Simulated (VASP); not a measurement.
# Ta2N (P-3m1) in VASP: a series of runs

The runs below take Ta2N through single point, with LDA.

Program: VASP 6.6.1. These are calculated values, not measurements. Logs are shortened: lines on timing, memory, paths and dates and some standing lists are left out, and cuts for length are marked.

**1. The cell of the first run**

It takes space group P-3m1 (No. 164, trigonal). The conventional cell has a = 3.114 Å, b = 3.114 Å, c = 5.000 Å, α = 90.00°, β = 90.00°, γ = 120.00°. Ta (site symmetry 3m) has 3 N at 2.20 Å within 2.9 Å. Within 2.9 Å of N (site symmetry -3m) lie 6 Ta at 2.20 Å.

**2. Single point, LDA (13.99 Å³/atom)**

File INCAR:

```
PREC     = Accurate       # precision mode
ENCUT    = 520            # plane-wave cutoff, eV
EDIFF    = 1E-6           # SCF threshold, eV
ISMEAR   = 0              # smearing method
SIGMA    = 0.15           # smearing width, eV
LREAL    = False          # projectors in reciprocal space
LASPH    = True           # aspherical terms in the spheres
NELM     = 60             # most SCF steps
ALGO     = Normal         # electronic algorithm
ISIF     = 2              # what is computed and relaxed
LWAVE    = False          # write WAVECAR
LCHARG   = True           # write CHGCAR
LELF     = True           # ELF
LVHAR    = True         
NBANDS   = 20             # bands
```

File KPOINTS:

```
Automatic mesh
0
Gamma
  18 18 10
```

File POSCAR:

```
Ta2N
1.0
    3.1135773215      0.0000000000      0.0000000000
   -1.5567886608      2.6964370570      0.0000000000
    0.0000000000      0.0000000000      4.9997824628
Ta N
2 1
Direct
    0.6666666667      0.3333333333      0.7466885012
    0.3333333333      0.6666666667      0.2533114988
    0.0000000000      0.0000000000      0.0000000000
```

Potentials or basis: VASP PAW LDA potentials, release 64 (Ta_pv, N).

Run with:

```sh
cat potpaw_LDA.64/Ta_pv/POTCAR potpaw_LDA.64/N/POTCAR > POTCAR
mpirun -np 1 vasp_std > vasp.out
```

OUTCAR:

```text
PREC = Accurate
   ENCUT = 520
   EDIFF = 1E-6
   ISMEAR = 0
   LREAL = False
   LASPH = True
   NELM = 60
   ISIF = 2

 ion  position               nearest neighbor table
   1  0.667  0.333  0.747-   3 2.20   3 2.20   3 2.20   2 3.05   2 3.05   2 3.05   2 3.11   2 3.11
                             2 3.11
   2  0.333  0.667  0.253-   3 2.20   3 2.20   3 2.20   1 3.05   1 3.05   1 3.05   1 3.11   1 3.11
                             1 3.11
   3  0.000  0.000  0.000-   1 2.20   2 2.20   2 2.20   1 2.20   1 2.20   2 2.20

  LATTYP: Found a hexagonal cell.
 ALAT       =     3.1135773215
 C/A-ratio  =     1.6058000000

  Lattice vectors:

 A1 = (   3.1135773215,   0.0000000000,   0.0000000000)
 A2 = (  -1.5567886608,   2.6964370570,   0.0000000000)
 A3 = (   0.0000000000,   0.0000000000,   4.9997824628)

Analysis of symmetry for initial positions (statically):
=====================================================================
 Subroutine PRICEL returns:
 Original cell was already a primitive cell.

 Routine SETGRP: Setting up the symmetry group for a
 hexagonal supercell.

 Subroutine GETGRP returns: Found 12 space group operations
 (whereof 12 operations were pure point group operations)
 out of a pool of 24 trial point group operations.

The static configuration has the point symmetry D_3d.

Analysis of symmetry for dynamics (positions and initial velocities):
=====================================================================
 Subroutine PRICEL returns:
 Original cell was already a primitive cell.

 Routine SETGRP: Setting up the symmetry group for a
 hexagonal supercell.

 Subroutine GETGRP returns: Found 12 space group operations
 (whereof 12 operations were pure point group operations)
 out of a pool of 24 trial point group operations.

The dynamic configuration has the point symmetry D_3d.

 Subroutine INISYM returns: Found 12 space group operations
 (whereof 12 operations are pure point group operations),
 and found     1 'primitive' translations

----------------------------------------------------------------------------------------

                                     Primitive cell

  volume of cell :      41.9760

  direct lattice vectors                    reciprocal lattice vectors
     3.113577322  0.000000000  0.000000000     0.321173973  0.185429880  0.000000000
    -1.556788661  2.696437057  0.000000000     0.000000000  0.370859760  0.000000000
     0.000000000  0.000000000  4.999782463     0.000000000  0.000000000  0.200008702
[... 79 lines left out ...]
   ICHARG =      2    charge: 1-file 2-atom 10-const
   ISPIN  =      1    spin polarized calculation?
   LNONCOLLINEAR =      F non collinear calculations
   LSORBIT =      F    spin-orbit coupling
   LASPH  =      T    aspherical Exc in radial PAW
   ENCUT  =  520.0 eV  38.22 Ry    6.18 a.u.   5.79  5.79  9.30*2*pi/ulx,y,z
   NELM   =     60;   NELMIN=  2; NELMDL= -5     # of ELM steps
   EDIFF  = 0.1E-05   stopping-criterion for ELM
   LREAL  =      F    real-space projection
   EDIFFG = 0.1E-04   stopping-criterion for IOM
   NSW    =      0    number of steps for IOM
   IBRION =     -1    ionic relax: 0-MD 1-quasi-New 2-CG
   NFREE  =      0    steps in history (QN), initial steepest desc. (CG)
   ISIF   =      2    stress and relaxation
   ISYM   =      2    0-nonsym 1-usesym 2-fastsym
   POTIM  = 0.5000    time-step for ionic-motion
   TEBEG  =    0.0;   TEEND  =   0.0 temperature during run
   PSTRESS=    0.0 pullay stress
   NELECT =      27.0000    total number of electrons
   NUPDOWN=      -1.0000    fix difference up-down
   EMIN   =  10.00;   EMAX   =-10.00  energy-range for DOS
   EFERMI =   0.00;   METHOD = LEGACY
   ISMEAR =     0;   SIGMA  =   0.15  broadening in eV -4-tet -1-fermi 0-gaus
   EFERMI_NEDOS =   21; number of points for ismear=-14 and -15
   IALGO  =     38    algorithm
   IMIX   =      4    mixing-type and parameters
     AMIX     =   0.40;   BMIX     =  1.00
     AMIX_MAG =   1.60;   BMIX_MAG =  1.00
  volume/ion in A,a.u.               =      13.99        94.42
  Fermi-wavevector in a.u.,A,eV,Ry     =   1.413174  2.670512 27.171673  1.997062
  Thomas-Fermi vector in A             =   2.534847
   LORBIT       =      0    0 simple, 1 ext, 2 COOP (PROOUT), +10 PAW based schemes
   GGA     = CA    functional components
   LHFCALC =     F    Hartree Fock is set to
   AEXX    =    0.0000 exact exchange contribution
   IVDW    =     0    specifies the selected vdW correction
   LEPSILON=     F    determine dielectric tensor
   LRPA    =     F    only Hartree local field effects (RPA)
 non-spin polarized calculation
 Gauss-broadening in eV      SIGMA  =   0.15
  energy-cutoff  :      520.00
  volume of cell :       41.98
 maximum number of plane-waves:      1152
   NGX = 11   NGY = 11   NGZ = 19

 number of electron      27.0000000 magnetization

 Free energy of the ion-electron system (eV)
  ---------------------------------------------------
  ext. energy  EPLUGINS =         0.00000000
  ---------------------------------------------------
  free energy    TOTEN  =       -37.46161340 eV

  energy without entropy =      -37.44687982  energy(sigma->0) =      -37.45424661

 E-fermi :   7.0412     XC(G=0): -12.9068

 val. band max:        7.0373354935   @ k =  -0.0556   0.5000   0.3000
 cond. band min:       7.0454521890   @ k =   0.2778   0.0556   0.5000
 fundamental gap:      0.0081166955
 Fermi energy:         7.0412230523

 k-point     1 :       0.0000    0.0000    0.0000
  band No.  band energies     occupation
      1     -28.4263      2.00000
      2     -27.7484      2.00000
      3     -27.7484      2.00000
      4     -27.6471      2.00000
      5     -27.6471      2.00000
      6     -27.5843      2.00000
[... 541 lines left out ...]
     19      11.4702      0.00000
     20      11.6637      0.00000

 [... further k-points ...]
[... 5 lines left out ...]
  --------------------------------------------------------------------------------------
  -------------------------------------------------------------------------------------
  Total       -4.6505779     -4.6505779     -5.9899293      0.0000000     -0.0000000      0.0000000
  in kB     -177.5073949   -177.5073949   -228.6289541      0.0000000     -0.0000000      0.0000000
  external PRESSURE =    -194.5479146 kB  Pullay stress =       0.0000000 kB

 VOLUME and BASIS-vectors are now :
 -----------------------------------------------------------------------------
  energy-cutoff  :      520.00
  volume of cell :       41.98
      direct lattice vectors                 reciprocal lattice vectors
     3.113577322  0.000000000  0.000000000     0.321173973  0.185429880  0.000000000
    -1.556788661  2.696437057  0.000000000     0.000000000  0.370859760  0.000000000
     0.000000000  0.000000000  4.999782463     0.000000000  0.000000000  0.200008702

 POSITION                                       TOTAL-FORCE (eV/Angst)
 -----------------------------------------------------------------------------------
      1.55679      0.89881      3.73328        -0.000000      0.000000      0.262038
     -0.00000      1.79762      1.26650         0.000000     -0.000000     -0.262038
      0.00000      0.00000      0.00000        -0.000000      0.000000      0.000000
 -----------------------------------------------------------------------------------
    total drift:                                0.000000     -0.000000      0.000000

  FREE ENERGIE OF THE ION-ELECTRON SYSTEM (eV)
  ---------------------------------------------------
  free  energy   TOTEN  =       -37.4616133980 eV

  energy  without entropy=      -37.4468798161  energy(sigma->0) =      -37.45424661
```

Run time: 84 s. Hardware: 1 thread of Intel Xeon 6975P-C (Granite Rapids), shared host; peak memory 0.34 GiB.

What came out:

```
Free energy            : -37.4616 eV
Pressure               : -19.5 GPa
Largest force          : 0.262 eV/Å
Band gap on the k mesh : zero (an odd number of electrons rules out a gap without spin polarisation)
```

Forces in eV/Å, atoms in the order of the input:
```
Ta   0.000  0.000  0.262
Ta   0.000  0.000 -0.262
N    0.000  0.000  0.000
```

Stress tensor (GPa, compression positive):
```
-17.75   0.00   0.00
  0.00 -17.75   0.00
  0.00   0.00 -22.86
```

Levels at points of the mesh, in eV from the Fermi level:
```tsv
k point	band 11	band 12	band 13	band 14	band 15	band 16
(0.00, 0.00, 0.00)	-4.82	-0.86	-0.25	-0.25	0.33	0.42
(0.50, 0.00, 0.00)	-4.35	-2.40	-1.25	1.42	2.03	3.64
(0.00, 0.00, 0.50)	-2.87	-2.65	-0.98	-0.98	1.61	1.96
(0.50, 0.00, 0.50)	-3.26	-1.99	-1.98	-0.28	0.82	3.29
```

Caveat: the cell stands under tension; spin-orbit coupling is left out, which moves the levels of the heavy elements.

**3. Single point, LDA (13.99 Å³/atom)**

File INCAR:

```
SYSTEM = Ta2N
ALGO = Normal
EDIFF = 1E-7
ENCUT = 520
GGA = CA
ISIF = 2
ISMEAR = 0
LASPH = .True.
LCHARG = .True.
LELF = .True.
LREAL = .False.
LVHAR = .True.
LWAVE = .False.
NBANDS = 20
NELM = 60
PREC = Accurate
SIGMA = 0.15
```

File KPOINTS:

```
k-points
0
Gamma
  18 18 10
  0 0 0
```

File POSCAR:

```
Ta2N
1.0
    3.0585740852      0.0000000000      0.0000000000
   -1.5292870426      2.6488028571      0.0000000000
    0.0000000000      0.0000000000      5.1812245003
Ta N
2 1
Direct
    0.6666666667      0.3333333333      0.7466885012
    0.3333333333      0.6666666667      0.2533114988
    0.0000000000      0.0000000000      0.0000000000
```

Potentials or basis: VASP PAW LDA potentials, release 64 (Ta_pv, N).

Run with:

```sh
cat potpaw_LDA.64/Ta_pv/POTCAR potpaw_LDA.64/N/POTCAR > POTCAR
mpirun -np 1 vasp_std > vasp.out
```

Run time: 1.8 min. Hardware: 1 thread of Intel Xeon 6975P-C (Granite Rapids), shared host; peak memory 0.34 GiB.

Results (log left out):

```yaml
Free_energy: -37.3730 eV
Pressure: -19.0 GPa
Largest_force: 0.035 eV/Å
Band_gap_on_the_k_mesh: zero (an odd number of electrons rules out a gap without spin polarisation)
```

Forces on the atoms (eV/Å):
```
Ta   0.000  0.000 -0.035
Ta   0.000  0.000  0.035
N    0.000  0.000  0.000
```

Stress tensor (GPa, compression positive):
```
-14.35   0.00   0.00
  0.00 -14.35   0.00
  0.00   0.00 -28.18
```

Levels at points of the mesh, in eV from the Fermi level:
```
           k point  band 10  band 11  band 12  band 13  band 14  band 15  band 16  band 17  band 18  band 19
(0.00, 0.00, 0.00)    -5.48    -4.90    -1.24    -0.20    -0.20     0.26     0.84     0.84     1.20     1.20
(0.50, 0.00, 0.00)    -5.89    -4.33    -2.22    -1.09     0.83     2.49     3.62     3.94     3.94     4.49
(0.00, 0.00, 0.50)    -5.60    -3.20    -2.78    -0.74    -0.74     1.34     2.19     2.19     2.19     2.19
(0.50, 0.00, 0.50)    -5.70    -3.39    -1.85    -1.85    -0.48     1.05     3.74     3.96     4.10     4.32
```

Caveat: the cell stands under tension; spin-orbit coupling is left out, which moves the levels of the heavy elements.
